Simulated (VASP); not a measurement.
# Hg (P6_3/mmc) in VASP: further runs, part 2 of 2

VASP 6.6.1. The steps go on from the part before.

## Step 3: Single point, PBEsol+D3(BJ)

This run uses another cell than the first one, of 21.23 Å³/atom.

File INCAR:

```
SYSTEM = Hg
PREC = Accurate
ENCUT = 520
EDIFF = 1E-6
ISMEAR = 0
SIGMA = 0.15
LREAL = .False.
LASPH = .True.
NELM = 80
ALGO = Fast
ISIF = 2
LWAVE = .False.
LCHARG = .False.
GGA = PS
IVDW = 12
NBANDS = 19
```

File KPOINTS:

```
Automatic mesh
0
Gamma
  18 18 10
  0 0 0
```

File POSCAR:

```
Hg
1.0
    3.2329000000      0.0000000000      0.0000000000
   -1.6164500000      2.7997735279      0.0000000000
    0.0000000000      0.0000000000      4.6914000000
Hg
2
Direct
    0.6666666667      0.3333333333      0.7500000000
    0.3333333333      0.6666666667      0.2500000000
```

Potentials or basis: VASP PAW PBE potentials, release 64 (Hg).

Started as:

```sh
cat potpaw_PBE.64/Hg/POTCAR > POTCAR
mpirun -np 1 vasp_std > vasp.out
```

OUTCAR:

```text
SYSTEM = Hg
   PREC = Accurate
   ENCUT = 520
   EDIFF = 1E-6
   ISMEAR = 0
   LREAL = .False.
   LASPH = .True.
   NELM = 80
   ISIF = 2
   GGA = PS
   IVDW = 12
 IVDW          = 12

 ion  position               nearest neighbor table
   1  0.667  0.333  0.750-   2 3.00   2 3.00   2 3.00   2 3.00   2 3.00   2 3.00
   2  0.333  0.667  0.250-   1 3.00   1 3.00   1 3.00   1 3.00   1 3.00   1 3.00

  LATTYP: Found a hexagonal cell.
 ALAT       =     3.2329000000
 C/A-ratio  =     1.4511429367

  Lattice vectors:

 A1 = (   3.2329000000,   0.0000000000,   0.0000000000)
 A2 = (  -1.6164500000,   2.7997735279,   0.0000000000)
 A3 = (   0.0000000000,   0.0000000000,   4.6914000000)

Analysis of symmetry for initial positions (statically):
=====================================================================
 Subroutine PRICEL returns:
 Original cell was already a primitive cell.

 Routine SETGRP: Setting up the symmetry group for a
 hexagonal supercell.

 Subroutine GETGRP returns: Found 24 space group operations
 (whereof 12 operations were pure point group operations)
 out of a pool of 24 trial point group operations.

The static configuration has the point symmetry D_3d.
 The point group associated with its full space group is D_6h.

Analysis of symmetry for dynamics (positions and initial velocities):
=====================================================================
 Subroutine PRICEL returns:
 Original cell was already a primitive cell.

 Routine SETGRP: Setting up the symmetry group for a
 hexagonal supercell.

 Subroutine GETGRP returns: Found 24 space group operations
 (whereof 12 operations were pure point group operations)
 out of a pool of 24 trial point group operations.

The dynamic configuration has the point symmetry D_3d.
 The point group associated with its full space group is D_6h.

 Subroutine INISYM returns: Found 24 space group operations
 (whereof 12 operations are pure point group operations),
 and found     1 'primitive' translations

----------------------------------------------------------------------------------------

                                     Primitive cell

  volume of cell :      42.4637

  direct lattice vectors                    reciprocal lattice vectors
     3.232900000  0.000000000  0.000000000     0.309319806  0.178585873  0.000000000
    -1.616450000  2.799773528  0.000000000     0.000000000  0.357171746  0.000000000
     0.000000000  0.000000000  4.691400000     0.000000000  0.000000000  0.213155988

  length of vectors
     3.232900000  3.232900000  4.691400000     0.357171746  0.357171746  0.213155988

  position of ions in fractional coordinates (direct lattice)
     0.666666667  0.333333333  0.750000000
     0.333333333  0.666666667  0.250000000

  ion indices of the primitive-cell ions
   primitive index   ion index
                 1           1
                 2           2

----------------------------------------------------------------------------------------

 KPOINTS: Automatic mesh

Automatic generation of k-mesh.
 Grid dimensions read from file:
 generate k-points for:   18   18   10

 Generating k-lattice:

  Cartesian coordinates                     Fractional coordinates (reciprocal lattice)
     0.017184434  0.009921437  0.000000000     0.055555556  0.000000000  0.000000000
     0.000000000  0.019842875  0.000000000     0.000000000  0.055555556  0.000000000
     0.000000000  0.000000000  0.021315599     0.000000000  0.000000000  0.100000000

  Length of vectors
     0.019842875  0.019842875  0.021315599

  Shift w.r.t. Gamma in fractional coordinates (k-lattice)
     0.000000000  0.000000000  0.000000000

 Subroutine IBZKPT returns following result:
 ===========================================

 Found    222 irreducible k-points:

 Following reciprocal coordinates:
            Coordinates               Weight
  0.000000  0.000000  0.000000      1.000000
  0.055556  0.000000  0.000000      6.000000
  0.111111  0.000000  0.000000      6.000000
  0.166667  0.000000  0.000000      6.000000
  0.222222  0.000000  0.000000      6.000000
  0.277778  0.000000  0.000000      6.000000
[... 16 lines left out ...]
  0.333333  0.111111  0.000000     12.000000
  0.388889  0.111111  0.000000     12.000000
 [... further k-points ...]
   k-points           NKPTS =    222   k-points in BZ     NKDIM =    222   number of bands    NBANDS=     19
   number of dos      NEDOS =    301   number of ions     NIONS =      2
   total plane-waves  NPLWV =  20736
   dimension x,y,z NGX =    24 NGY =   24 NGZ =   36
   dimension x,y,z NGXF=    48 NGYF=   48 NGZF=   72
   ions per type =               2
   NGX,Y,Z   is equivalent  to a cutoff of  12.34, 12.34, 12.76 a.u.
   NGXF,Y,Z  is equivalent  to a cutoff of  24.68, 24.68, 25.51 a.u.
 SYSTEM =  Hg
   PREC   = accura    normal or accurate (medium, high low for compatibility)
   ISTART =      0    job   : 0-new  1-cont  2-samecut
   ICHARG =      2    charge: 1-file 2-atom 10-const
   ISPIN  =      1    spin polarized calculation?
   LNONCOLLINEAR =      F non collinear calculations
   LSORBIT =      F    spin-orbit coupling
   LASPH  =      T    aspherical Exc in radial PAW
   ENCUT  =  520.0 eV  38.22 Ry    6.18 a.u.   6.01  6.01  8.72*2*pi/ulx,y,z
   NELM   =     80;   NELMIN=  2; NELMDL= -5     # of ELM steps
   EDIFF  = 0.1E-05   stopping-criterion for ELM
   LREAL  =      F    real-space projection
   EDIFFG = 0.1E-04   stopping-criterion for IOM
   NSW    =      0    number of steps for IOM
   IBRION =     -1    ionic relax: 0-MD 1-quasi-New 2-CG
   NFREE  =      0    steps in history (QN), initial steepest desc. (CG)
   ISIF   =      2    stress and relaxation
   ISYM   =      2    0-nonsym 1-usesym 2-fastsym
   POTIM  = 0.5000    time-step for ionic-motion
   TEBEG  =    0.0;   TEEND  =   0.0 temperature during run
   PSTRESS=    0.0 pullay stress
   NELECT =      24.0000    total number of electrons
   NUPDOWN=      -1.0000    fix difference up-down
   EMIN   =  10.00;   EMAX   =-10.00  energy-range for DOS
   EFERMI =   0.00;   METHOD = LEGACY
   ISMEAR =     0;   SIGMA  =   0.15  broadening in eV -4-tet -1-fermi 0-gaus
   EFERMI_NEDOS =   21; number of points for ismear=-14 and -15
   IALGO  =     68    algorithm
   IMIX   =      4    mixing-type and parameters
     AMIX     =   0.40;   BMIX     =  1.00
     AMIX_MAG =   1.60;   BMIX_MAG =  1.00
  volume/ion in A,a.u.               =      21.23       143.28
  Fermi-wavevector in a.u.,A,eV,Ry     =   1.353545  2.557829 24.927017  1.832084
  Thomas-Fermi vector in A             =   2.480791
   LORBIT       =      0    0 simple, 1 ext, 2 COOP (PROOUT), +10 PAW based schemes
   GGA     = PS    functional components
   LHFCALC =     F    Hartree Fock is set to
   AEXX    =    0.0000 exact exchange contribution
   IVDW    =    12    specifies the selected vdW correction
   LEPSILON=     F    determine dielectric tensor
   LRPA    =     F    only Hartree local field effects (RPA)
 non-spin polarized calculation
 RMM-DIIS sequential band-by-band and
 Gauss-broadening in eV      SIGMA  =   0.15
  energy-cutoff  :      520.00
  volume of cell :       42.46
 maximum number of plane-waves:      1164
   NGX = 13   NGY = 13   NGZ = 17

 number of electron      23.9999993 magnetization

 Free energy of the ion-electron system (eV)
  ---------------------------------------------------
  ext. energy  EPLUGINS =         0.00000000
  ---------------------------------------------------
  free energy    TOTEN  =        -1.00099132 eV

  energy without entropy =       -0.99477233  energy(sigma->0) =       -0.99788183

 E-fermi :   3.5600     XC(G=0): -11.6330

 val. band max:        3.5524508354   @ k =   0.0000   0.0000   0.0000
 cond. band min:       3.5622605971   @ k =   0.3333   0.0000   0.1000
 fundamental gap:      0.0098097617
 Fermi energy:         3.5599942568

 k-point     1 :       0.0000    0.0000    0.0000
  band No.  band energies     occupation
      1      -6.5945      2.00000
      2      -5.0941      2.00000
      3      -3.8246      2.00000
      4      -3.8246      2.00000
      5      -3.7406      2.00000
      6      -3.7406      2.00000
[... 11 lines left out ...]
     18      18.1567      0.00000
     19      18.1567      0.00000
[... 485 lines left out ...]
 k-point    24 :       0.3889    0.1111    0.0000
  band No.  band energies     occupation
      1      -4.8747      2.00000
      2      -4.7711      2.00000
      3      -4.7552      2.00000
      4      -4.1823      2.00000
      5      -3.4427      2.00000
      6      -3.3996      2.00000
[... 11 lines left out ...]
     18      15.2343      0.00000
     19      15.6177      0.00000

 [... further k-points ...]

------------------------ aborting loop because EDIFF is reached ----------------------------------------

 Edisp (eV)   -0.94383

 E8    (eV) :    -0.6406

  FORCE on cell =-STRESS in cart. coord.  units (eV):
  Direction    XX          YY          ZZ          XY          YZ          ZX
  --------------------------------------------------------------------------------------
  -------------------------------------------------------------------------------------
  Total       0.73684     0.73684     0.67245     0.00000    -0.00000    -0.00000
  in kB      27.80155    27.80155    25.37188     0.00000    -0.00000    -0.00000
  external pressure =       26.99 kB  Pullay stress =        0.00 kB

 VOLUME and BASIS-vectors are now :
 -----------------------------------------------------------------------------
  energy-cutoff  :      520.00
  volume of cell :       42.46
      direct lattice vectors                 reciprocal lattice vectors
     3.232900000  0.000000000  0.000000000     0.309319806  0.178585873  0.000000000
    -1.616450000  2.799773528  0.000000000     0.000000000  0.357171746  0.000000000
     0.000000000  0.000000000  4.691400000     0.000000000  0.000000000  0.213155988

 POSITION                                       TOTAL-FORCE (eV/Angst)
 -----------------------------------------------------------------------------------
      1.61645      0.93326      3.51855        -0.000000      0.000000      0.000000
     -0.00000      1.86652      1.17285         0.000000     -0.000000      0.000000
 -----------------------------------------------------------------------------------
    total drift:                                0.000000     -0.000000      0.000000

  FREE ENERGIE OF THE ION-ELECTRON SYSTEM (eV)
  ---------------------------------------------------
  free  energy   TOTEN  =        -1.9448251938 eV

  energy  without entropy=       -1.9386061971  energy(sigma->0) =       -1.94171570
```

OSZICAR:

```text
N       E                     dE             d eps       ncg     rms          rms(c)
DAV:   1     0.185332761035E+03    0.18533E+03   -0.12728E+04  8436   0.125E+03
DAV:   2     0.291607695982E+01   -0.18242E+03   -0.17451E+03  8784   0.327E+02
DAV:   3    -0.113257063016E+01   -0.40486E+01   -0.40366E+01  9596   0.539E+01
DAV:   4    -0.113875575485E+01   -0.61851E-02   -0.61844E-02  9387   0.203E+00
DAV:   5    -0.113876382061E+01   -0.80658E-05   -0.80659E-05  9133   0.728E-02    0.755E+00
RMM:   6    -0.101573346285E+01    0.12303E+00   -0.22981E-01  8476   0.410E+00    0.540E+00
RMM:   7    -0.100261138444E+01    0.13122E-01   -0.45626E-02  8687   0.149E+00    0.166E+00
RMM:   8    -0.100096320053E+01    0.16482E-02   -0.67853E-03  8897   0.942E-01    0.127E-01
RMM:   9    -0.100098325791E+01   -0.20057E-04   -0.99322E-05  9297   0.102E-01    0.614E-02
RMM:  10    -0.100099172259E+01   -0.84647E-05   -0.25871E-05  9350   0.639E-02    0.584E-03
RMM:  11    -0.100099132497E+01    0.39762E-06   -0.26382E-06  6560   0.150E-02
   1 F= -.19448252E+01 E0= -.19417157E+01  d E =-.621900E-02
```

Wall time 2.8 min (1 thread of Intel Xeon 8259CL, shared host); peak memory 0.27 GiB.

What came out:

```
Free energy                : -1.9448 eV
Pressure                   : 2.7 GPa
Band gap on the k mesh     : zero (bands 12 and 13 overlap by 1.30 eV)
Dispersion energy per atom : -0.472 eV
```

Levels at points of the mesh, in eV from the Fermi level:
```
           k point  band 10  band 11  band 12  band 13  band 14  band 15
(0.00, 0.00, 0.00)    -6.07    -6.07    -1.52    -0.01    11.66    11.66
(0.50, 0.00, 0.00)    -5.79    -3.14    -3.10     3.90     3.95     4.46
(0.00, 0.00, 0.50)    -6.32    -6.32    -6.32     9.51     9.51    12.50
(0.50, 0.00, 0.50)    -6.12    -1.92    -1.92    -0.38    -0.38     8.94
```

Caveat: the PAW data sets were made with another functional, which shifts forces and pressure a little; spin-orbit coupling is left out, which moves the levels of the heavy elements.

## Step 4: Single point, PBEsol+D3(BJ)

This run uses another cell than the first one, of 21.24 Å³/atom.

File INCAR:

```
ALGO = Fast ; EDIFF = 1E-6
ENCUT = 520 ; GGA = PS
ISIF = 2 ; ISMEAR = 0
IVDW = 12 ; LASPH = T
LCHARG = F ; LREAL = F
LWAVE = F ; NBANDS = 19
NELM = 100 ; PREC = Accurate
SIGMA = 0.15
```

File KPOINTS:

```
k-points
0
Gamma
  18 18 10
```

File POSCAR:

```
Hg
1.0
    3.1146000000      0.0000000000      0.0000000000
   -1.5573000000      2.6973227226      0.0000000000
    0.0000000000      0.0000000000      5.0554047156
Hg
2
Direct
    0.6666666667      0.3333333333      0.7500000000
    0.3333333333      0.6666666667      0.2500000000
```

Potentials or basis: VASP PAW PBE potentials, release 64 (Hg).

Started as:

```sh
cat potpaw_PBE.64/Hg/POTCAR > POTCAR
mpirun -np 1 vasp_std > vasp.out
```

OUTCAR:

```text
EDIFF = 1E-6
   ENCUT = 520
   GGA = PS
   ISIF = 2
   ISMEAR = 0
   IVDW = 12
   LASPH = T
   LREAL = F
   NELM = 100
   PREC = Accurate
 IVDW          = 12

 ion  position               nearest neighbor table
   1  0.667  0.333  0.750-   2 3.10   2 3.10   2 3.10   2 3.10   2 3.10   2 3.10
   2  0.333  0.667  0.250-   1 3.10   1 3.10   1 3.10   1 3.10   1 3.10   1 3.10

  LATTYP: Found a hexagonal cell.
 ALAT       =     3.1146000000
 C/A-ratio  =     1.6231312899

  Lattice vectors:

 A1 = (   3.1146000000,   0.0000000000,   0.0000000000)
 A2 = (  -1.5573000000,   2.6973227226,   0.0000000000)
 A3 = (   0.0000000000,   0.0000000000,   5.0554047156)

Analysis of symmetry for initial positions (statically):
=====================================================================
 Subroutine PRICEL returns:
 Original cell was already a primitive cell.

 Routine SETGRP: Setting up the symmetry group for a
 hexagonal supercell.

 Subroutine GETGRP returns: Found 24 space group operations
[... 164 lines left out ...]
  ---------------------------------------------------
  free energy    TOTEN  =        -1.00425949 eV

  energy without entropy =       -0.99460542  energy(sigma->0) =       -0.99943246

 E-fermi :   3.4459     XC(G=0): -11.6408

 val. band max:        3.4432674792   @ k =   0.3889  -0.0000   0.1000
 cond. band min:       3.4511640234   @ k =   0.2222   0.2222   0.1000
 fundamental gap:      0.0078965442
 Fermi energy:         3.4458615035

 k-point     1 :       0.0000    0.0000    0.0000
  band No.  band energies     occupation
      1      -6.5672      2.00000
      2      -5.1821      2.00000
      3      -3.8918      2.00000
      4      -3.8225      2.00000
      5      -3.8225      2.00000
      6      -3.6464      2.00000
[... 505 lines left out ...]
      6      -3.4500      2.00000
[... 11 lines left out ...]
     18      15.1568      0.00000
     19      15.6856      0.00000

 [... further k-points ...]

------------------------ aborting loop because EDIFF is reached ----------------------------------------

 Edisp (eV)   -0.94363

 E8    (eV) :    -0.6405

  FORCE on cell =-STRESS in cart. coord.  units (eV):
  Direction    XX          YY          ZZ          XY          YZ          ZX
  --------------------------------------------------------------------------------------
  -------------------------------------------------------------------------------------
  Total       0.59669     0.59669     0.53235     0.00000     0.00000     0.00000
  in kB      22.50962    22.50962    20.08253     0.00000     0.00000     0.00000
  external pressure =       21.70 kB  Pullay stress =        0.00 kB

 VOLUME and BASIS-vectors are now :
 -----------------------------------------------------------------------------
  energy-cutoff  :      520.00
  volume of cell :       42.47
      direct lattice vectors                 reciprocal lattice vectors
     3.114600000  0.000000000  0.000000000     0.321068516  0.185368994  0.000000000
    -1.557300000  2.697322723  0.000000000     0.000000000  0.370737988  0.000000000
     0.000000000  0.000000000  5.055404716     0.000000000  0.000000000  0.197808100

 POSITION                                       TOTAL-FORCE (eV/Angst)
 -----------------------------------------------------------------------------------
      1.55730      0.89911      3.79155         0.000000     -0.000000     -0.000000
     -0.00000      1.79822      1.26385        -0.000000      0.000000      0.000000
 -----------------------------------------------------------------------------------
    total drift:                               -0.000000      0.000000     -0.000000

  FREE ENERGIE OF THE ION-ELECTRON SYSTEM (eV)
  ---------------------------------------------------
  free  energy   TOTEN  =        -1.9478868324 eV

  energy  without entropy=       -1.9382327589  energy(sigma->0) =       -1.94305980
```

Wall time 3.2 min (1 thread of Intel Xeon 8259CL, shared host); peak memory 0.28 GiB.

Results:

* Free energy: -1.9479 eV
* Pressure: 2.2 GPa
* Band gap on the k mesh: zero (bands 12 and 13 overlap by 1.62 eV)
* Dispersion energy per atom: -0.472 eV

Caveat: the PAW data sets were made with another functional, which shifts forces and pressure a little; spin-orbit coupling is left out, which moves the levels of the heavy elements.

## Step 5: Summary

| cell | further INCAR settings | gap on the mesh (eV) | pressure (GPa) |
| --- | --- | --- | --- |
| a = 2.996, b = 2.996, c = 5.419 Å, angles 90.0, 90.0, 120.0°, 2 atoms | ALGO = Fast; EDIFF = 1e-07; NBANDS = 19 | none | 2.6 |
| a = 3.233, b = 3.233, c = 4.691 Å, angles 90.0, 90.0, 120.0°, 2 atoms | ALGO = Fast; EDIFF = 1e-06; NBANDS = 19 | none | 2.7 |
| a = 3.115, b = 3.115, c = 5.055 Å, angles 90.0, 90.0, 120.0°, 2 atoms | ALGO = Fast; EDIFF = 1e-06; NBANDS = 19 | none | 2.2 |

Alike in all rows: task single point; level PBEsol+D3(BJ); potentials or basis VASP PAW PBE potentials, release 64 (Hg); no spin polarisation; k mesh 18 × 18 × 10; cutoff (eV) 520; smearing gaussian 0.15 eV.

Caveats: the PAW data sets were made with another functional, which shifts forces and pressure a little; spin-orbit coupling is left out, which moves the levels of the heavy elements.

Absolute energies hang on the potentials; compare differences alone.
